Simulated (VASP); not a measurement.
# Ga3As3H7 in VASP: single point with PBE

Aim: the single point of Ga3As3H7 with PBE.

All numbers are computed with VASP 6.6.1; they aren't measurements. Logs are shortened: lines on timing, memory, paths and dates and some standing lists are left out, and cuts for length are marked.

### 1 The cell of the first run

The cell holds a wire or tube with vacuum around it, 26 atoms: a = 18.000 Å, b = 18.300 Å, c = 5.745 Å, α = 90.00°, β = 90.00°, γ = 90.00°.

### 2 Single point, PBE

The input, INCAR:

```
SYSTEM = Ga3As3H7
ALGO = Normal
EDIFF = 1E-6
ENCUT = 520
GGA = PE
ISIF = 2
ISMEAR = 0
LASPH = .True.
LCHARG = .False.
LREAL = Auto
LWAVE = .False.
NBANDS = 80
NELM = 80
PREC = Accurate
SIGMA = 0.05
```

The input, KPOINTS:

```
k-points
0
Gamma
  1 1 10
  0 0 0
```

The input, POSCAR:

```
Ga3As3H7
1.0
   18.0000000000      0.0000000000      0.0000000000
    0.0000000000     18.3000000000      0.0000000000
    0.0000000000      0.0000000000      5.7453845737
Ga As H
6 6 14
Direct
    0.5390966286      0.5384557003      0.0000000000
    0.5390966286      0.3814779797      0.5000000000
    0.5390966286      0.6954334209      0.5000000000
    0.3795026127      0.5384557003      0.5000000000
    0.6986906445      0.5384557003      0.5000000000
    0.3795026127      0.3814779797      0.0000000000
    0.6188936366      0.6169445606      0.7500000000
    0.2997056047      0.4599668400      0.2500000000
    0.6188936366      0.4599668400      0.2500000000
    0.4592996206      0.3029891194      0.2500000000
    0.4592996206      0.6169445606      0.2500000000
    0.4592996206      0.4599668400      0.7500000000
    0.6676476593      0.6648993370      0.9027438935
    0.5894544021      0.3319457435      0.6577683636
    0.5894544021      0.7449656571      0.3422316364
    0.4887388551      0.7449656571      0.6577683636
    0.2509515820      0.5079216164      0.0972561065
    0.2509515820      0.4120120635      0.4027438935
    0.6676476593      0.4120120635      0.0972561065
    0.3291448392      0.5879879365      0.6577683636
    0.7490484180      0.5879879365      0.3422316364
    0.7490484180      0.4889234641      0.6577683636
    0.5080536434      0.2550343429      0.0972561065
    0.4105455979      0.2550343429      0.4027438935
    0.4105455979      0.6648993370      0.0972561065
    0.3291448392      0.3319457435      0.8422316364
```

Potentials or basis: VASP PAW PBE potentials, release 64 (Ga_d, As, H).

Command:

```bash
$ cat potpaw_PBE.64/Ga_d/POTCAR potpaw_PBE.64/As/POTCAR potpaw_PBE.64/H/POTCAR > POTCAR
$ mpirun -np 1 vasp_std > vasp.out
```

OUTCAR:

```text
SYSTEM = Ga3As3H7
   EDIFF = 1E-6
   ENCUT = 520
   GGA = PE
   ISIF = 2
   ISMEAR = 0
   LASPH = .True.
   LREAL = Auto
   NELM = 80
   PREC = Accurate

 ion  position               nearest neighbor table
   1  0.539  0.538  0.000-   7 2.49   9 2.49  11 2.49  12 2.49
   2  0.539  0.381  0.500-  14 1.57  10 2.49  12 2.49   9 2.49
   3  0.539  0.695  0.500-  16 1.57  15 1.57   7 2.49  11 2.49
   4  0.380  0.538  0.500-  20 1.57  12 2.49  11 2.49   8 2.49
   5  0.699  0.538  0.500-  21 1.57  22 1.57   7 2.49   9 2.49
   6  0.380  0.381  0.000-  26 1.57  12 2.49  10 2.49   8 2.49
   7  0.619  0.617  0.750-  13 1.52   5 2.49   1 2.49   3 2.49
   8  0.300  0.460  0.250-  17 1.52  18 1.52   4 2.49   6 2.49
   9  0.619  0.460  0.250-  19 1.52   5 2.49   1 2.49   2 2.49
  10  0.459  0.303  0.250-  24 1.52  23 1.52   6 2.49   2 2.49
  11  0.459  0.617  0.250-  25 1.52   4 2.49   1 2.49   3 2.49
  12  0.459  0.460  0.750-   4 2.49   6 2.49   1 2.49   2 2.49
  13  0.668  0.665  0.903-   7 1.52
  14  0.589  0.332  0.658-   2 1.57
  15  0.589  0.745  0.342-   3 1.57
  16  0.489  0.745  0.658-   3 1.57
  17  0.251  0.508  0.097-   8 1.52
  18  0.251  0.412  0.403-   8 1.52
  19  0.668  0.412  0.097-   9 1.52
  20  0.329  0.588  0.658-   4 1.57
  21  0.749  0.588  0.342-   5 1.57
  22  0.749  0.489  0.658-   5 1.57
  23  0.508  0.255  0.097-  10 1.52
  24  0.411  0.255  0.403-  10 1.52
  25  0.411  0.665  0.097-  11 1.52
  26  0.329  0.332  0.842-   6 1.57

  LATTYP: Found a simple orthorhombic cell.
 ALAT       =     5.7453845737
 B/A-ratio  =     3.1329495474
 C/A-ratio  =     3.1851653732

  Lattice vectors:

 A1 = (   0.0000000000,   0.0000000000,   5.7453845737)
 A2 = (  18.0000000000,   0.0000000000,   0.0000000000)
 A3 = (   0.0000000000,  18.3000000000,   0.0000000000)

Analysis of symmetry for initial positions (statically):
=====================================================================
 Subroutine PRICEL returns:
 Original cell was already a primitive cell.

 Routine SETGRP: Setting up the symmetry group for a
 simple orthorhombic supercell.

 Subroutine GETGRP returns: Found  1 space group operations
 (whereof  1 operations were pure point group operations)
 out of a pool of  8 trial point group operations.

The static configuration has the point symmetry C_1 .

Analysis of symmetry for dynamics (positions and initial velocities):
=====================================================================
 Subroutine PRICEL returns:
 Original cell was already a primitive cell.

 Routine SETGRP: Setting up the symmetry group for a
 simple orthorhombic supercell.

 Subroutine GETGRP returns: Found  1 space group operations
 (whereof  1 operations were pure point group operations)
 out of a pool of  8 trial point group operations.

The dynamic configuration has the point symmetry C_1 .

 Subroutine INISYM returns: Found  1 space group operations
 (whereof  1 operations are pure point group operations),
 and found     1 'primitive' translations

----------------------------------------------------------------------------------------

                                     Primitive cell

  volume of cell :    1892.5297

  direct lattice vectors                    reciprocal lattice vectors
    18.000000000  0.000000000  0.000000000     0.055555556  0.000000000  0.000000000
     0.000000000 18.300000000  0.000000000     0.000000000  0.054644809  0.000000000
     0.000000000  0.000000000  5.745384574     0.000000000  0.000000000  0.174052753

  length of vectors
    18.000000000 18.300000000  5.745384574     0.055555556  0.054644809  0.174052753

  position of ions in fractional coordinates (direct lattice)
     0.539096629  0.538455700  0.000000000
     0.539096629  0.381477980  0.500000000
     0.539096629  0.695433421  0.500000000
     0.379502613  0.538455700  0.500000000
     0.698690644  0.538455700  0.500000000
     0.379502613  0.381477980  0.000000000
[... 18 lines left out ...]
     0.410545598  0.664899337  0.097256106
     0.329144839  0.331945744  0.842231636

  ion indices of the primitive-cell ions
   primitive index   ion index
                 1           1
                 2           2
                 3           3
                 4           4
                 5           5
                 6           6
[... 18 lines left out ...]
                25          25
                26          26

----------------------------------------------------------------------------------------

 KPOINTS: k-points

Automatic generation of k-mesh.
 Grid dimensions read from file:
 generate k-points for:    1    1   10

 Generating k-lattice:

  Cartesian coordinates                     Fractional coordinates (reciprocal lattice)
     0.055555556  0.000000000  0.000000000     1.000000000  0.000000000  0.000000000
     0.000000000  0.054644809  0.000000000     0.000000000  1.000000000  0.000000000
     0.000000000  0.000000000  0.017405275     0.000000000  0.000000000  0.100000000

  Length of vectors
     0.055555556  0.054644809  0.017405275

  Shift w.r.t. Gamma in fractional coordinates (k-lattice)
     0.000000000  0.000000000  0.000000000

 Subroutine IBZKPT returns following result:
 ===========================================

 Found      6 irreducible k-points:

 Following reciprocal coordinates:
            Coordinates               Weight
  0.000000  0.000000  0.000000      1.000000
  0.000000  0.000000  0.100000      2.000000
  0.000000  0.000000  0.200000      2.000000
  0.000000  0.000000  0.300000      2.000000
  0.000000  0.000000  0.400000      2.000000
  0.000000  0.000000  0.500000      1.000000
   k-points           NKPTS =      6   k-points in BZ     NKDIM =      6   number of bands    NBANDS=     80
   number of dos      NEDOS =    301   number of ions     NIONS =     26
   total plane-waves  NPLWV = 940800
   dimension x,y,z NGX =   140 NGY =  140 NGZ =   48
   dimension x,y,z NGXF=   280 NGYF=  280 NGZF=   96
   ions per type =               6   6  14
   NGX,Y,Z   is equivalent  to a cutoff of  12.93, 12.72, 13.89 a.u.
   NGXF,Y,Z  is equivalent  to a cutoff of  25.86, 25.44, 27.78 a.u.
 SYSTEM =  Ga3As3H7
   PREC   = accura    normal or accurate (medium, high low for compatibility)
   ISTART =      0    job   : 0-new  1-cont  2-samecut
   ICHARG =      2    charge: 1-file 2-atom 10-const
   ISPIN  =      1    spin polarized calculation?
   LNONCOLLINEAR =      F non collinear calculations
   LSORBIT =      F    spin-orbit coupling
   LASPH  =      T    aspherical Exc in radial PAW
   ENCUT  =  520.0 eV  38.22 Ry    6.18 a.u.  33.47 34.03 10.68*2*pi/ulx,y,z
   NELM   =     80;   NELMIN=  2; NELMDL= -5     # of ELM steps
   EDIFF  = 0.1E-05   stopping-criterion for ELM
   LREAL  =      T    real-space projection
   EDIFFG = 0.1E-04   stopping-criterion for IOM
   NSW    =      0    number of steps for IOM
   IBRION =     -1    ionic relax: 0-MD 1-quasi-New 2-CG
   NFREE  =      0    steps in history (QN), initial steepest desc. (CG)
   ISIF   =      2    stress and relaxation
   ISYM   =      2    0-nonsym 1-usesym 2-fastsym
   POTIM  = 0.5000    time-step for ionic-motion
   TEBEG  =    0.0;   TEEND  =   0.0 temperature during run
   PSTRESS=    0.0 pullay stress
   NELECT =     122.0000    total number of electrons
   NUPDOWN=      -1.0000    fix difference up-down
   EMIN   =  10.00;   EMAX   =-10.00  energy-range for DOS
   EFERMI =   0.00;   METHOD = LEGACY
   ISMEAR =     0;   SIGMA  =   0.05  broadening in eV -4-tet -1-fermi 0-gaus
   EFERMI_NEDOS =   21; number of points for ismear=-14 and -15
   IALGO  =     38    algorithm
   IMIX   =      4    mixing-type and parameters
     AMIX     =   0.40;   BMIX     =  1.00
     AMIX_MAG =   1.60;   BMIX_MAG =  1.00
  volume/ion in A,a.u.               =      72.79       491.21
  Fermi-wavevector in a.u.,A,eV,Ry     =   0.656418  1.240450  5.862542  0.430885
  Thomas-Fermi vector in A             =   1.727604
   LORBIT       =      0    0 simple, 1 ext, 2 COOP (PROOUT), +10 PAW based schemes
   GGA     = PE    functional components
   LHFCALC =     F    Hartree Fock is set to
   AEXX    =    0.0000 exact exchange contribution
   IVDW    =     0    specifies the selected vdW correction
   LEPSILON=     F    determine dielectric tensor
   LRPA    =     F    only Hartree local field effects (RPA)
 non-spin polarized calculation
 Gauss-broadening in eV      SIGMA  =   0.05
  energy-cutoff  :      520.00
  volume of cell :     1892.53
 maximum number of plane-waves:     51007
 NGX is ok and might be reduce to   140
   NGX = 67   NGY = 69   NGZ = 21

 number of electron     122.0000030 magnetization

 Free energy of the ion-electron system (eV)
  ---------------------------------------------------
  ext. energy  EPLUGINS =         0.00000000
  ---------------------------------------------------
  free energy    TOTEN  =       -91.46693840 eV

  energy without entropy =      -91.46693840  energy(sigma->0) =      -91.46693840

 E-fermi :  -4.0564     XC(G=0):  -2.4118

 val. band max:       -4.2858374851   @ k =   0.0000   0.0000   0.0000
 cond. band min:      -1.5571537662   @ k =   0.0000   0.0000   0.0000
 fundamental gap:      2.7286837189
 Fermi energy:        -4.0563770298

 k-point     1 :       0.0000    0.0000    0.0000
  band No.  band energies     occupation
      1     -18.4943      2.00000
      2     -18.4750      2.00000
      3     -18.4456      2.00000
      4     -18.3586      2.00000
      5     -18.3535      2.00000
      6     -18.1052      2.00000
[... 65 lines left out ...]
     72       0.1725      0.00000
     73       0.3460      0.00000

 k-point     2 :       0.0000    0.0000    0.1000
  band No.  band energies     occupation
      1     -18.4943      2.00000
      2     -18.4749      2.00000
      3     -18.4457      2.00000
      4     -18.3585      2.00000
      5     -18.3535      2.00000
      6     -18.1067      2.00000
[... 296 lines left out ...]
 k-point     6 :       0.0000    0.0000    0.5000
  band No.  band energies     occupation
      1     -18.4949      2.00000
      2     -18.4745      2.00000
      3     -18.4462      2.00000
      4     -18.3576      2.00000
      5     -18.3537      2.00000
      6     -18.1145      2.00000
[... 65 lines left out ...]
     72       0.7680      0.00000
     73       0.7803      0.00000
 [bands above 73 left out]

------------------------ aborting loop because EDIFF is reached ----------------------------------------

  FORCE on cell =-STRESS in cart. coord.  units (eV):
  Direction    XX          YY          ZZ          XY          YZ          ZX
  --------------------------------------------------------------------------------------
  -------------------------------------------------------------------------------------
  Total       -0.6549716     -0.6452857     -0.5440331      0.1779399      1.1840145      1.1871041
  in kB       -0.5544857     -0.5462858     -0.4605674      0.1506404      1.0023627      1.0049783
  external PRESSURE =      -0.5204463 kB  Pullay stress =       0.0000000 kB

 VOLUME and BASIS-vectors are now :
 -----------------------------------------------------------------------------
  energy-cutoff  :      520.00
  volume of cell :     1892.53
      direct lattice vectors                 reciprocal lattice vectors
    18.000000000  0.000000000  0.000000000     0.055555556  0.000000000  0.000000000
     0.000000000 18.300000000  0.000000000     0.000000000  0.054644809  0.000000000
     0.000000000  0.000000000  5.745384574     0.000000000  0.000000000  0.174052753

 POSITION                                       TOTAL-FORCE (eV/Angst)
 -----------------------------------------------------------------------------------
      9.70374      9.85374      0.00000         0.339867      0.340089     -0.207010
      9.70374      6.98105      2.87269         0.601162     -0.105488      0.349065
      9.70374     12.72643      2.87269         0.158862      1.041358      0.286980
      6.83105      9.85374      2.87269        -0.106804      0.600334      0.349180
     12.57643      9.85374      2.87269         1.040301      0.157434      0.287174
      6.83105      6.98105      0.00000        -0.273643     -0.274015     -0.750571
[... 18 lines left out ...]
      7.38982     12.16766      0.55877        -0.011754     -0.051669     -0.048883
      5.92461      6.07461      4.83894        -0.067149     -0.068222     -0.042455
 -----------------------------------------------------------------------------------
    total drift:                               -0.014251      0.003290      0.001288

  FREE ENERGIE OF THE ION-ELECTRON SYSTEM (eV)
  ---------------------------------------------------
  free  energy   TOTEN  =       -91.4669383961 eV

  energy  without entropy=      -91.4669383961  energy(sigma->0) =      -91.46693840
```

It took 63 min on 1 thread of Oxide Virtual Turin-like, shared host; peak memory 2 GiB.

Results:

- Free energy: -91.4669 eV
- Largest force: 1.092 eV/Å
- Band gap on the k mesh: 2.73 eV

Forces on the atoms (eV/Å):
```
Ga   0.340  0.340 -0.207
Ga   0.601 -0.105  0.349
Ga   0.159  1.041  0.287
Ga  -0.107  0.600  0.349
Ga   1.040  0.157  0.287
Ga  -0.274 -0.274 -0.751
As  -0.607 -0.608 -0.547
As   0.945 -0.007  0.162
As  -0.745  0.310  0.352
As  -0.012  0.955  0.164
As   0.307 -0.749  0.356
As  -0.056 -0.053 -0.308
H   -0.034 -0.035 -0.001
H   -0.037 -0.119  0.036
H    0.114 -0.249 -0.208
H   -0.260 -0.194  0.110
H   -0.243 -0.270  0.122
H   -0.316  0.138 -0.235
H   -0.051 -0.013 -0.049
H   -0.117 -0.038  0.036
H   -0.247  0.113 -0.208
H   -0.192 -0.261  0.110
H   -0.269 -0.244  0.121
H    0.139 -0.317 -0.235
H   -0.012 -0.052 -0.049
H   -0.067 -0.068 -0.042
```
